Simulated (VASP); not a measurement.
Here is a VASP 6.6.1 calculation.

POSCAR

```
FeCo
1.0
    2.8764386885      0.0000000000      0.0000000000
    0.0000000000      2.8764386885      0.0000000000
    0.0000000000      0.0000000000      2.8764386885
Fe Co
1 1
Direct
    0.5000000000      0.5000000000      0.5000000000
    0.0000000000      0.0000000000      0.0000000000
```

The input INCAR.step1:

```
SYSTEM = FeCo
  PREC = Accurate
  ENCUT = 660
  ISMEAR = 0
  SIGMA = 0.05
  LREAL = .False.
  LASPH = .True.
  NELM = 200
  ISPIN = 2
  MAGMOM = 3.44 2.17
  LMAXMIX = 4
  NBANDS = 20
  GGA = PE
  ALGO = Normal
  EDIFF = 1E-5
  LWAVE = .True.
  LCHARG = .False.
  GGA_COMPAT = .False.
```

INCAR.step2

```
SYSTEM = FeCo
  PREC = Accurate
  ENCUT = 660
  EDIFF = 1E-6
  ISMEAR = 0
  SIGMA = 0.05
  LREAL = .False.
  LASPH = .True.
  NELM = 200
  ALGO = Normal
  ISIF = 2
  LWAVE = .False.
  LCHARG = .True.
  ISPIN = 2
  MAGMOM = 3.44 2.17
  LORBIT = 11
  LMAXMIX = 4
  METAGGA = R2SCAN
  LMIXTAU = .True.
  LELF = .True.
  LVHAR = .True.
  NBANDS = 20
  ISTART = 1
  GGA_COMPAT = .False.
```

File KPOINTS:

```
regular mesh
0
Gamma
  16 16 16
  0 0 0
```

Potentials or basis: VASP PAW PBE potentials, release 64 (Fe, Co).

Command:

```sh
$ cat potpaw_PBE.64/Fe/POTCAR potpaw_PBE.64/Co/POTCAR > POTCAR
$ cp INCAR.step1 INCAR
$ mpirun -np 1 vasp_std > vasp.out
$ cp INCAR.step2 INCAR
$ mpirun -np 1 vasp_std > vasp.out
```

What does it give for the pressure?

-7.6 GPa.

What does it give for the site moments?

Fe +3.09; Co +1.90 μB.

What does it give for the net moment?

4.86 μB per cell.

Caveat: the cell stands under tension; the PAW data sets were made with another functional, which shifts forces and pressure a little.
